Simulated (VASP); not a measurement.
Here is a VASP 6.6.1 calculation.

File INCAR:

```
  ALGO = Normal
  EDIFF = 1E-7
  EDIFFG = -0.005
  ENCUT = 600
  GGA = PE
  IBRION = 2
  ISIF = 3
  ISMEAR = -1
  LASPH = True
  LCHARG = False
  LREAL = False
  LWAVE = False
  NELM = 100
  NSW = 32
  PREC = Accurate
  PSTRESS = 23.0
  SIGMA = 0.08
```

The input KPOINTS:

```
k-points
0
Gamma
  13 13 13
```

File POSCAR:

```
S
1.0
    1.8091575748     -1.0445176128      2.9573361161
    0.0000000000      2.0890352256      2.9573361161
   -1.8091575748     -1.0445176128      2.9573361161
S
2
Direct
    0.2499998920      0.2499998920      0.2499998920
   -0.2499998920     -0.2499998920     -0.2499998920
```

Potentials or basis: VASP PAW PBE potentials, release 64 (S).

Launch:

```console
$ cat potpaw_PBE.64/S/POTCAR > POTCAR
$ mpirun -np 1 vasp_std > vasp.out
```

Problem. Predict the band gap on the k mesh.

Solution. Zero (bands 6 and 7 overlap by 4.73 eV).

Problem. What does it give for the relaxed cell?

Solution. a = 3.619 Å, b = 3.619 Å, c = 3.619 Å, α = 59.96°, β = 59.96°, γ = 59.96°.

Problem. What does it give for the relaxed volume?

Solution. 16.75 Å³/atom.

The path:
```csv
step,energy change (eV),largest force (eV/Å),pressure (GPa),volume (Å³)
1,0.0000,0.0000,2.19,33.53
2,0.0008,0.0000,2.34,33.48
3,0.0005,0.0000,2.30,33.49
```

Caveat: the cell is relaxed towards a set pressure, so the run minimises the enthalpy, not the energy.
